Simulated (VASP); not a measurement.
Write the native input for VASP 6.6.1 that does the following.

```yaml
Task: single point
Functional: r2SCAN
Potentials_or_basis: VASP PAW PBE potentials, release 64 (Ti_sv)
Cutoff: 520 eV
k_mesh: 18 × 18 × 10
Occupations: gaussian, width 0.1 eV
Spin: no spin polarisation
Dipole_correction: no
Further_INCAR_settings: ALGO = Normal; EDIFF = 1e-06; NBANDS = 19
```

Ti:

```
Ti
1.0
     2.93509    0.00000    0.00000
    -1.46754    2.54186    0.00000
     0.00000    0.00000    4.63842
Ti
2
Direct
  0.33333 0.66667 0.25000
  0.66667 0.33333 0.75000
```

The input as run:

POSCAR

```
Ti
1.0
    2.9350879604      0.0000000000      0.0000000000
   -1.4675439802      2.5418607360      0.0000000000
    0.0000000000      0.0000000000      4.6384185731
Ti
2
Direct
    0.3333333333      0.6666666667      0.2500000000
    0.6666666667      0.3333333333      0.7500000000
```

INCAR.step1

```
SYSTEM = Ti
PREC = Accurate
ENCUT = 520
ISMEAR = 0
SIGMA = 0.1
LREAL = .FALSE.
LASPH = .TRUE.
NELM = 60
NBANDS = 19
GGA = PE
ALGO = Normal
EDIFF = 1E-4
LWAVE = .TRUE.
LCHARG = .FALSE.
```

INCAR.step2

```
SYSTEM = Ti
PREC = Accurate
ENCUT = 520
EDIFF = 1E-6
ISMEAR = 0
SIGMA = 0.1
LREAL = .FALSE.
LASPH = .TRUE.
NELM = 60
ALGO = Normal
ISIF = 2
LWAVE = .FALSE.
LCHARG = .TRUE.
METAGGA = R2SCAN
LMIXTAU = .TRUE.
LELF = .TRUE.
LVHAR = .TRUE.
NBANDS = 19
ISTART = 1
```

KPOINTS

```
Automatic mesh
0
G
  18 18 10
  0 0 0
```

Potentials or basis: VASP PAW PBE potentials, release 64 (Ti_sv).

The run is started by

```console
$ cat potpaw_PBE.64/Ti_sv/POTCAR > POTCAR
$ cp INCAR.step1 INCAR
$ mpirun -np 1 vasp_std > vasp.out
$ cp INCAR.step2 INCAR
$ mpirun -np 1 vasp_std > vasp.out
```

Results of the run:

```yaml
Pressure: 0.4 GPa
Band_gap_on_the_k_mesh: zero (band 12 reaches 9.31 eV, above the bottom of band 13 at 8.07 eV)
```

Caveat: the PAW data sets were made with another functional, which shifts forces and pressure a little.

It took 5.2 min on 1 thread of Intel Xeon 6975P-C, on a shared host, peak memory 0.25 GiB.
